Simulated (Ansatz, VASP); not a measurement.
# Two plane-wave programs on RbBr

```
Rb Br
1.0
    -2.49916    2.49916    3.53525
     2.49916   -2.49916    3.53525
     2.49916    2.49916   -3.53525
Rb Br
1 1
Direct
  0.68340 0.68340 0.00000
  0.18757 0.18757 0.00000
```

Alike in both runs: functional PBE; k mesh 4 × 4 × 4; occupations gaussian, width 0.15 eV; no spin polarisation.

Ansatz relaxed the structure, and its values are those at the end. VASP's run is a single point on that final structure, the one shown.

|  | VASP | Ansatz |
| --- | --- | --- |
| version | VASP 6.6.1 | Ansatz 0.2.0 |
| potentials or method | VASP PAW PBE potentials, release 64 (Rb_sv, Br), cutoff 500 eV | scalar-relativistic, plane waves, PAW |
| valence electrons in the cell | 16 | 16 |

|  | VASP | Ansatz | Ansatz less VASP |
| --- | --- | --- | --- |
| gap on the k mesh at the Fermi level (eV) | 4.14 | 4.14 | +0.002 |
| least direct gap on the mesh (eV) | 4.14 | 4.14 | +0.002 |
| pressure (GPa) | -0.2 | -0.2 | -0.01 |
| rms of the force components (eV/Å) | 0.013 | 0.013 | -0.0001 |

The k mesh is coarse, so the values compare programs but aren't converged.
